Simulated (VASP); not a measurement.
# Fe (Fm-3m) in VASP: further runs

Runs on Fe. Level: PBE. Tasks: single point.

Everything below comes from runs of VASP 6.6.1. Logs are shortened: lines on timing, memory, paths and dates and some standing lists are left out, and cuts for length are marked.

## Step 1: The cell of the first run

It takes space group Fm-3m (No. 225, cubic). The conventional cell has a = 3.527 Å, b = 3.527 Å, c = 3.527 Å, α = 90.00°, β = 90.00°, γ = 90.00°. Within 3.3 Å of Fe (site symmetry m-3m) lie 12 Fe at 2.49 Å.

## Step 2: Single point, PBE, collinear spin, ferromagnetic start

Input file INCAR:

```
SYSTEM = Fe
ALGO     = Normal         ! electronic algorithm
EDIFF    = 1E-7           ! SCF threshold, eV
ENCUT    = 520            ! plane-wave cutoff, eV
GGA      = PE             ! functional
ISIF     = 2              ! what is computed and relaxed
ISMEAR   = -1             ! smearing method
ISPIN    = 2              ! spin polarisation
LASPH    = .True.         ! aspherical terms in the spheres
LCHARG   = .True.         ! write CHGCAR
LELF     = .True.         ! ELF
LMAXMIX  = 4              ! l up to which the mixer works
LORBIT   = 11             ! projections on sites
LREAL    = .False.        ! projectors in reciprocal space
LVHAR    = .True.       
LWAVE    = .False.        ! write WAVECAR
MAGMOM   = 2.65           ! initial moments
NBANDS   = 14             ! bands
NELM     = 150            ! most SCF steps
NUPDOWN  = 2.65           ! fixed moment
PREC     = Accurate       ! precision mode
SIGMA    = 0.1            ! smearing width, eV
```

Input file KPOINTS:

```
k-points
0
Gamma
  11 11 11
  0 0 0
```

Input file POSCAR:

```
Fe
1.0
    0.0000000000      1.7635000000      1.7635000000
    1.7635000000      0.0000000000      1.7635000000
    1.7635000000      1.7635000000      0.0000000000
Fe
1
Direct
    0.0000000000      0.0000000000      0.0000000000
```

Potentials or basis: VASP PAW PBE potentials, release 64 (Fe).

The run is started by

```bash
$ cat potpaw_PBE.64/Fe/POTCAR > POTCAR
$ mpirun -np 1 vasp_std > vasp.out
```

OUTCAR:

```text
SYSTEM = Fe
   EDIFF = 1E-7
   ENCUT = 520
   GGA = PE
   ISIF = 2
   ISMEAR = -1
   ISPIN = 2
   LASPH = .True.
   LORBIT = 11
   LREAL = .False.
   NELM = 150
   NUPDOWN = 2.65
   PREC = Accurate

 ion  position               nearest neighbor table
   1  0.000  0.000  0.000-

  LATTYP: Found a face centered cubic cell.
 ALAT       =     3.5270000000

  Lattice vectors:

 A1 = (   0.0000000000,   1.7635000000,   1.7635000000)
 A2 = (   1.7635000000,   0.0000000000,   1.7635000000)
 A3 = (   1.7635000000,   1.7635000000,   0.0000000000)

Analysis of symmetry for initial positions (statically):
=====================================================================
 Subroutine PRICEL returns:
 Original cell was already a primitive cell.

 Routine SETGRP: Setting up the symmetry group for a
 face centered cubic supercell.

 Subroutine GETGRP returns: Found 48 space group operations
 (whereof 48 operations were pure point group operations)
 out of a pool of 48 trial point group operations.

The static configuration has the point symmetry O_h .

Analysis of symmetry for dynamics (positions and initial velocities):
=====================================================================
 Subroutine PRICEL returns:
 Original cell was already a primitive cell.

 Routine SETGRP: Setting up the symmetry group for a
 face centered cubic supercell.

 Subroutine GETGRP returns: Found 48 space group operations
 (whereof 48 operations were pure point group operations)
 out of a pool of 48 trial point group operations.

The dynamic configuration has the point symmetry O_h .

Analysis of structural, dynamic, and magnetic symmetry:
=====================================================================
 Subroutine PRICEL returns:
 Original cell was already a primitive cell.

 Routine SETGRP: Setting up the symmetry group for a
 face centered cubic supercell.

 Subroutine GETGRP returns: Found 48 space group operations
 (whereof 48 operations were pure point group operations)
 out of a pool of 48 trial point group operations.

The overall configuration has the point symmetry O_h .

 Subroutine INISYM returns: Found 48 space group operations
 (whereof 48 operations are pure point group operations),
 and found     1 'primitive' translations

----------------------------------------------------------------------------------------

                                     Primitive cell

  volume of cell :      10.9687

  direct lattice vectors                    reciprocal lattice vectors
     0.000000000  1.763500000  1.763500000    -0.283527077  0.283527077  0.283527077
     1.763500000  0.000000000  1.763500000     0.283527077 -0.283527077  0.283527077
     1.763500000  1.763500000  0.000000000     0.283527077  0.283527077 -0.283527077

  length of vectors
     2.493965617  2.493965617  2.493965617     0.491083302  0.491083302  0.491083302

  position of ions in fractional coordinates (direct lattice)
     0.000000000  0.000000000  0.000000000

  ion indices of the primitive-cell ions
   primitive index   ion index
                 1           1

----------------------------------------------------------------------------------------

 KPOINTS: k-points

Automatic generation of k-mesh.
 Grid dimensions read from file:
 generate k-points for:   11   11   11

 Generating k-lattice:

  Cartesian coordinates                     Fractional coordinates (reciprocal lattice)
    -0.025775189  0.025775189  0.025775189     0.090909091  0.000000000  0.000000000
     0.025775189 -0.025775189  0.025775189     0.000000000  0.090909091  0.000000000
     0.025775189  0.025775189 -0.025775189     0.000000000  0.000000000  0.090909091

  Length of vectors
     0.044643937  0.044643937  0.044643937

  Shift w.r.t. Gamma in fractional coordinates (k-lattice)
     0.000000000  0.000000000  0.000000000

 Subroutine IBZKPT returns following result:
 ===========================================

 Found     56 irreducible k-points:

 Following reciprocal coordinates:
            Coordinates               Weight
  0.000000  0.000000  0.000000      1.000000
  0.090909  0.000000  0.000000      8.000000
  0.181818  0.000000  0.000000      8.000000
  0.272727  0.000000  0.000000      8.000000
  0.363636  0.000000  0.000000      8.000000
  0.454545  0.000000  0.000000      8.000000
[... 16 lines left out ...]
 -0.272727  0.181818  0.000000     24.000000
 -0.181818  0.181818  0.000000     12.000000
 [... further k-points ...]
   k-points           NKPTS =     56   k-points in BZ     NKDIM =     56   number of bands    NBANDS=     14
   number of dos      NEDOS =    301   number of ions     NIONS =      1
   total plane-waves  NPLWV =   8000
   dimension x,y,z NGX =    20 NGY =   20 NGZ =   20
   dimension x,y,z NGXF=    40 NGYF=   40 NGZF=   40
   ions per type =               1
   NGX,Y,Z   is equivalent  to a cutoff of  13.33, 13.33, 13.33 a.u.
   NGXF,Y,Z  is equivalent  to a cutoff of  26.66, 26.66, 26.66 a.u.
 SYSTEM =  Fe
   PREC   = accura    normal or accurate (medium, high low for compatibility)
   ISTART =      0    job   : 0-new  1-cont  2-samecut
   ICHARG =      2    charge: 1-file 2-atom 10-const
   ISPIN  =      2    spin polarized calculation?
   LNONCOLLINEAR =      F non collinear calculations
   LSORBIT =      F    spin-orbit coupling
   LASPH  =      T    aspherical Exc in radial PAW
   ENCUT  =  520.0 eV  38.22 Ry    6.18 a.u.   4.64  4.64  4.64*2*pi/ulx,y,z
   NELM   =    150;   NELMIN=  2; NELMDL= -5     # of ELM steps
   EDIFF  = 0.1E-06   stopping-criterion for ELM
   LREAL  =      F    real-space projection
   EDIFFG = 0.1E-05   stopping-criterion for IOM
   NSW    =      0    number of steps for IOM
   IBRION =     -1    ionic relax: 0-MD 1-quasi-New 2-CG
   NFREE  =      0    steps in history (QN), initial steepest desc. (CG)
   ISIF   =      2    stress and relaxation
   ISYM   =      2    0-nonsym 1-usesym 2-fastsym
   POTIM  = 0.5000    time-step for ionic-motion
   TEBEG  =    0.0;   TEEND  =   0.0 temperature during run
   PSTRESS=    0.0 pullay stress
   NELECT =       8.0000    total number of electrons
   NUPDOWN=       2.6500    fix difference up-down
   EMIN   =  10.00;   EMAX   =-10.00  energy-range for DOS
   EFERMI =   0.00;   METHOD = LEGACY
   ISMEAR =    -1;   SIGMA  =   0.10  broadening in eV -4-tet -1-fermi 0-gaus
   EFERMI_NEDOS =   21; number of points for ismear=-14 and -15
   IALGO  =     38    algorithm
   IMIX   =      4    mixing-type and parameters
     AMIX     =   0.40;   BMIX     =  1.00
     AMIX_MAG =   1.60;   BMIX_MAG =  1.00
  volume/ion in A,a.u.               =      10.97        74.02
  Fermi-wavevector in a.u.,A,eV,Ry     =   1.473622  2.784741 29.545883  2.171561
  Thomas-Fermi vector in A             =   2.588492
   LORBIT       =     11    0 simple, 1 ext, 2 COOP (PROOUT), +10 PAW based schemes
   GGA     = PE    functional components
   LHFCALC =     F    Hartree Fock is set to
   AEXX    =    0.0000 exact exchange contribution
   IVDW    =     0    specifies the selected vdW correction
   LEPSILON=     F    determine dielectric tensor
   LRPA    =     F    only Hartree local field effects (RPA)
 spin polarized calculation
  energy-cutoff  :      520.00
  volume of cell :       10.97
 maximum number of plane-waves:       307
   NGX =  9   NGY =  9   NGZ =  9

 number of electron       7.9999996 magnetization       2.6499998

 Free energy of the ion-electron system (eV)
  ---------------------------------------------------
  ext. energy  EPLUGINS =         0.00000000
  ---------------------------------------------------
  free energy    TOTEN  =        -8.02129118 eV

  energy without entropy =       -7.98599763  energy(sigma->0) =       -8.00364440

 E-fermi :   6.2507     XC(G=0): -13.2955

 val. band max:        6.9416186216   @ k =   0.4545   0.0909   0.0000
 cond. band min:       6.2566553317   @ k =  -0.4545   0.0909   0.0000
 fundamental gap:     -0.6849632899
 Fermi energy:         6.9730327490

 spin component 1

 k-point     1 :       0.0000    0.0000    0.0000
  band No.  band energies     occupation
      1      -2.5331      1.00000
      2       3.8049      1.00000
      3       3.8049      1.00000
      4       3.8049      1.00000
      5       4.9639      1.00000
      6       4.9639      1.00000
      7      28.8837      0.00000
      8      33.5883      0.00000
      9      33.5883      0.00000
     10      33.5883      0.00000
     11      36.7523      0.00000
     12      36.7523      0.00000
     13      36.7523      0.00000
     14      39.0647      0.00000
[... 375 lines left out ...]
 k-point    24 :      -0.1818    0.1818    0.0000
  band No.  band energies     occupation
      1       0.4956      1.00000
      2       3.0736      1.00000
      3       3.7875      1.00000
      4       4.4182      1.00000
      5       4.5929      1.00000
      6       6.0995      0.99984
      7      22.1954      0.00000
      8      22.8587      0.00000
      9      32.0251      0.00000
     10      33.3923      0.00000
     11      34.6964      0.00000
     12      38.0363      0.00000
     13      39.7821      0.00000
     14      44.9948      0.00000

 [... further k-points ...]

 spin component 2

 k-point     1 :       0.0000    0.0000    0.0000
  band No.  band energies     occupation
      1      -2.1697      1.00000
      2       6.2019      0.61951
      3       6.2020      0.61937
      4       6.2020      0.61936
      5       7.9882      0.00000
      6       7.9883      0.00000
      7      28.6496      0.00000
      8      34.0669      0.00000
      9      34.0669      0.00000
     10      34.0669      0.00000
     11      37.6349      0.00000
     12      37.6349      0.00000
     13      37.6349      0.00000
     14      38.5489      0.00000
[... 375 lines left out ...]
 k-point    24 :      -0.1818    0.1818    0.0000
  band No.  band energies     occupation
      1       0.9921      1.00000
      2       5.1771      0.99998
      3       6.2590      0.47922
      4       7.0973      0.00021
      5       7.2899      0.00003
      6       8.8950      0.00000
      7      23.1674      0.00000
      8      23.6035      0.00000
      9      32.3106      0.00000
     10      34.1833      0.00000
     11      34.8604      0.00000
     12      38.7838      0.00000
     13      40.9711      0.00000
     14      45.8741      0.00000

 [... further k-points ...]
[... 5 lines left out ...]
  --------------------------------------------------------------------------------------
  -------------------------------------------------------------------------------------
  Total        1.6437620      1.6437620      1.6437620      0.0000000      0.0000000     -0.0000000
  in kB      240.1005389    240.1005389    240.1005389      0.0000000      0.0000000     -0.0000000
  external PRESSURE =     240.1005389 kB  Pullay stress =       0.0000000 kB

 VOLUME and BASIS-vectors are now :
 -----------------------------------------------------------------------------
  energy-cutoff  :      520.00
  volume of cell :       10.97
      direct lattice vectors                 reciprocal lattice vectors
     0.000000000  1.763500000  1.763500000    -0.283527077  0.283527077  0.283527077
     1.763500000  0.000000000  1.763500000     0.283527077 -0.283527077  0.283527077
     1.763500000  1.763500000  0.000000000     0.283527077  0.283527077 -0.283527077

 POSITION                                       TOTAL-FORCE (eV/Angst)
 -----------------------------------------------------------------------------------
      0.00000      0.00000      0.00000         0.000000      0.000000      0.000000
 -----------------------------------------------------------------------------------
    total drift:                                0.000000      0.000000      0.000000

  FREE ENERGIE OF THE ION-ELECTRON SYSTEM (eV)
  ---------------------------------------------------
  free  energy   TOTEN  =        -8.0212911772 eV

  energy  without entropy=       -7.9859976291  energy(sigma->0) =       -8.00364440

 total charge

# of ion       s       p       d       tot
------------------------------------------
    1        0.517   0.583   6.247   7.347

 magnetization (x)

# of ion       s       p       d       tot
------------------------------------------
    1       -0.012  -0.030   2.664   2.621
```

It took 33 s on 1 thread of Intel Xeon 8259CL, shared host; peak memory 0.14 GiB.

What came out:

* Free energy: -8.0213 eV
* Pressure: 24.0 GPa
* Net moment: 2.65 μB per cell
* Site moments: Fe +2.62 μB
* Valence electrons inside the program's atomic spheres: Fe 7.35

Caveat: the total moment is fixed, so each spin has its own Fermi level.

## Step 3: Single point, PBE, collinear spin, ferromagnetic start

Input file INCAR:

```
PREC     = Accurate       # precision mode
ENCUT    = 520            # plane-wave cutoff, eV
EDIFF    = 1E-6           # SCF threshold, eV
ISMEAR   = -1             # smearing method
SIGMA    = 0.1            # smearing width, eV
LREAL    = F              # projectors in reciprocal space
LASPH    = T              # aspherical terms in the spheres
NELM     = 150            # most SCF steps
ALGO     = Normal         # electronic algorithm
ISIF     = 2              # what is computed and relaxed
LWAVE    = F              # write WAVECAR
LCHARG   = F              # write CHGCAR
ISPIN    = 2              # spin polarisation
MAGMOM   = 0.33           # initial moments
LORBIT   = 11             # projections on sites
NUPDOWN  = 0.33           # fixed moment
LMAXMIX  = 4              # l up to which the mixer works
GGA      = PE             # functional
NBANDS   = 14             # bands
```

Input file KPOINTS:

```
Automatic mesh
0
Gamma
  11 11 11
```

POSCAR is that of step 2.

Potentials or basis: VASP PAW PBE potentials, release 64 (Fe).

The run is started by

```bash
$ cat potpaw_PBE.64/Fe/POTCAR > POTCAR
$ mpirun -np 1 vasp_std > vasp.out
```

Wall time 22 s (1 thread of Intel Xeon 8259CL, shared host); peak memory 0.14 GiB.

Results (log left out):

| Property | Result |
| --- | --- |
| Free energy | -8.0725 eV |
| Pressure | -15.4 GPa |
| Net moment | 0.33 μB per cell |
| Site moments | Fe +0.33 μB |
| Valence electrons inside the program's atomic spheres | Fe 7.33 |

Caveat: the total moment is fixed, so each spin has its own Fermi level.

## Step 4: Single point, PBE, collinear spin, ferromagnetic start

Input file INCAR:

```
ALGO = Normal
EDIFF = 1E-6
ENCUT = 520
GGA = PE
ISIF = 2
ISMEAR = -1
ISPIN = 2
LASPH = True
LCHARG = True
LELF = True
LMAXMIX = 4
LORBIT = 11
LREAL = False
LVHAR = True
LWAVE = False
MAGMOM = 0.99
NBANDS = 14
NELM = 150
NUPDOWN = 0.99
PREC = Accurate
SIGMA = 0.1
```

Input file KPOINTS:

```
k-points
0
Gamma
  11 11 11
```

POSCAR is that of step 3.

Potentials or basis: VASP PAW PBE potentials, release 64 (Fe).

The run is started by

```bash
$ cat potpaw_PBE.64/Fe/POTCAR > POTCAR
$ mpirun -np 1 vasp_std > vasp.out
```

OUTCAR:

```text
EDIFF = 1E-6
   ENCUT = 520
   GGA = PE
   ISIF = 2
   ISMEAR = -1
   ISPIN = 2
   LASPH = True
   LORBIT = 11
   LREAL = False
   NELM = 150
   NUPDOWN = 0.99
   PREC = Accurate

 ion  position               nearest neighbor table
   1  0.000  0.000  0.000-

  LATTYP: Found a face centered cubic cell.
 ALAT       =     3.5270000000

  Lattice vectors:

 A1 = (   0.0000000000,   1.7635000000,   1.7635000000)
 A2 = (   1.7635000000,   0.0000000000,   1.7635000000)
[... 1023 lines left out ...]
  -------------------------------------------------------------------------------------
  Total       -0.6595272     -0.6595272     -0.6595272     -0.0000000      0.0000000     -0.0000000
  in kB      -96.3356222    -96.3356222    -96.3356222     -0.0000000      0.0000000     -0.0000000
  external PRESSURE =     -96.3356222 kB  Pullay stress =       0.0000000 kB

 VOLUME and BASIS-vectors are now :
 -----------------------------------------------------------------------------
  energy-cutoff  :      520.00
  volume of cell :       10.97
      direct lattice vectors                 reciprocal lattice vectors
     0.000000000  1.763500000  1.763500000    -0.283527077  0.283527077  0.283527077
     1.763500000  0.000000000  1.763500000     0.283527077 -0.283527077  0.283527077
     1.763500000  1.763500000  0.000000000     0.283527077  0.283527077 -0.283527077

 POSITION                                       TOTAL-FORCE (eV/Angst)
 -----------------------------------------------------------------------------------
      0.00000      0.00000      0.00000         0.000000      0.000000      0.000000
 -----------------------------------------------------------------------------------
    total drift:                                0.000000     -0.000000      0.000000

  FREE ENERGIE OF THE ION-ELECTRON SYSTEM (eV)
  ---------------------------------------------------
  free  energy   TOTEN  =        -8.1038835461 eV

  energy  without entropy=       -8.0466784214  energy(sigma->0) =       -8.07528098

 total charge

# of ion       s       p       d       tot
------------------------------------------
    1        0.503   0.567   6.267   7.337

 magnetization (x)

# of ion       s       p       d       tot
------------------------------------------
    1       -0.006  -0.020   1.009   0.983
```

OSZICAR:

```text
N       E                     dE             d eps       ncg     rms          rms(c)
DAV:   1     0.214567701719E+02    0.21457E+02   -0.38921E+03  3452   0.694E+02
DAV:   2    -0.864304519610E+01   -0.30100E+02   -0.27992E+02  3442   0.130E+02
DAV:   3    -0.954971993208E+01   -0.90667E+00   -0.89527E+00  3772   0.232E+01
DAV:   4    -0.955250492967E+01   -0.27850E-02   -0.27847E-02  3622   0.118E+00
DAV:   5    -0.955251701027E+01   -0.12081E-04   -0.12081E-04  3814   0.793E-02    0.116E+01
DAV:   6    -0.825972364045E+01    0.12928E+01   -0.12709E+01  3946   0.410E+01    0.363E+00
DAV:   7    -0.812171776850E+01    0.13801E+00   -0.90365E-01  3778   0.106E+01    0.189E+00
DAV:   8    -0.811151692302E+01    0.10201E-01   -0.79261E-03  4094   0.639E-01    0.675E-01
DAV:   9    -0.810495153515E+01    0.65654E-02   -0.43395E-03  4402   0.393E-01    0.220E-01
DAV:  10    -0.810387490577E+01    0.10766E-02   -0.56631E-04  4008   0.131E-01    0.425E-02
DAV:  11    -0.810388346708E+01   -0.85613E-05   -0.29112E-05  3832   0.457E-02    0.256E-02
DAV:  12    -0.810388354606E+01   -0.78977E-07   -0.22209E-06  3532   0.123E-02
   1 F= -.81038835E+01 E0= -.80752810E+01  d E =-.572051E-01  mag=     0.9900
```

stdout:

```text
POSCAR found type information on POSCAR Fe
 POSCAR found :  1 types and       1 ions
 scaLAPACK will be used
 LDA part: xc-table for (Slater+PW92), standard interpolation
 POSCAR, INCAR and KPOINTS ok, starting setup
 FFT: planning ... GRIDC
 FFT: planning ... GRID_SOFT
 FFT: planning ... GRID
 WAVECAR not read
 entering main loop
```

Run time: 31 s. Hardware: 1 thread of Intel Xeon 8259CL, shared host; peak memory 0.14 GiB.

Results:

| Item | Value |
| --- | --- |
| Free energy | -8.1039 eV |
| Pressure | -9.6 GPa |
| Net moment | 0.99 μB per cell |
| Site moments | Fe +0.98 μB |
| Valence electrons inside the program's atomic spheres | Fe 7.34 |

Caveat: the total moment is fixed, so each spin has its own Fermi level.

(Continued in part 2 of 2.)
